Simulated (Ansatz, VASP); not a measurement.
# Si: VASP beside Ansatz

File POSCAR:

```
Si
1.0
    4.1378228574      0.0000000000      0.0000000000
   -2.0689114287      3.5834597108      0.0000000000
    0.0000000000      0.0000000000      6.8392317602
Si
4
Direct
    0.3333333333      0.6666666667      0.0630095000
    0.6666666667      0.3333333333      0.5630095000
    0.3333333333      0.6666666667      0.4369905000
    0.6666666667      0.3333333333      0.9369905000
```

Contents of INCAR.step1:

```
PREC     = Accurate       # precision mode
ENCUT    = 520            # plane-wave cutoff, eV
ISMEAR   = 0              # smearing method
SIGMA    = 0.05           # smearing width, eV
LREAL    = False          # projectors in reciprocal space
LASPH    = True           # aspherical terms in the spheres
NELM     = 100            # most SCF steps
NBANDS   = 16             # bands
GGA      = PE             # functional
ALGO     = Normal         # electronic algorithm
EDIFF    = 1E-4           # SCF threshold, eV
LWAVE    = True           # write WAVECAR
LCHARG   = False          # write CHGCAR
```

The input INCAR.step2:

```
PREC     = Accurate       # precision mode
ENCUT    = 520            # plane-wave cutoff, eV
EDIFF    = 1E-6           # SCF threshold, eV
ISMEAR   = 0              # smearing method
SIGMA    = 0.05           # smearing width, eV
LREAL    = False          # projectors in reciprocal space
LASPH    = True           # aspherical terms in the spheres
NELM     = 100            # most SCF steps
ALGO     = Normal         # electronic algorithm
ISIF     = 2              # what is computed and relaxed
LWAVE    = False          # write WAVECAR
LCHARG   = False          # write CHGCAR
METAGGA  = R2SCAN         # meta-GGA
LMIXTAU  = True         
NBANDS   = 16             # bands
ISTART   = 1
```

The input KPOINTS:

```
regular mesh
0
Gamma
  12 12 6
```

Input for Ansatz:

```yaml
crystal:
  lattice:
    - [4.1378228574, 0.0, 0.0]
    - [-2.0689114287, 3.5834597108, 0.0]
    - [0.0, 0.0, 6.8392317602]
  atoms:
    - { symbol: Si, position: [0.3333333333, 0.6666666667, 0.0630095] }
    - { symbol: Si, position: [0.6666666667, 0.3333333333, 0.5630095] }
    - { symbol: Si, position: [0.3333333333, 0.6666666667, 0.4369905] }
    - { symbol: Si, position: [0.6666666667, 0.3333333333, 0.9369905] }
basis:
  ecutwfc: 500
kpoints:
  mp_grid: { grid: [12, 12, 6] }
hamiltonian:
  xc: r2scan
scf:
  occupations: { method: gaussian, width: 0.05 }
output:
  forces: true
  stress: true
  eigenvalues: true
```

Change from the starting cell: strain +0.080 along x and y, +0.080 along z, atoms carried along.

Alike in both runs: task single point; functional r2SCAN; k mesh 12 × 12 × 6; occupations gaussian, width 0.05 eV; no spin polarisation.

```csv
,VASP,Ansatz
version,VASP 6.6.1,Ansatz 0.2.0
potentials or method,"VASP PAW PBE potentials, release 64 (Si), cutoff 520 eV","scalar-relativistic, plane waves, PAW"
valence electrons in the cell,16,16
```

```tsv
	VASP	Ansatz	Ansatz less VASP
gap on the k mesh at the Fermi level (eV)	0.69	0.69	-0.006
least direct gap on the mesh (eV)	0.69	0.69	-0.006
pressure (GPa)	-13.5	-13.4	+0.12
rms of the force components (eV/Å)	0.043	0.043	-0.0005
```

VASP's potentials were made for PBE, not for r2SCAN. Atom by atom the forces differ by 0.000 eV/Å (rms over components).
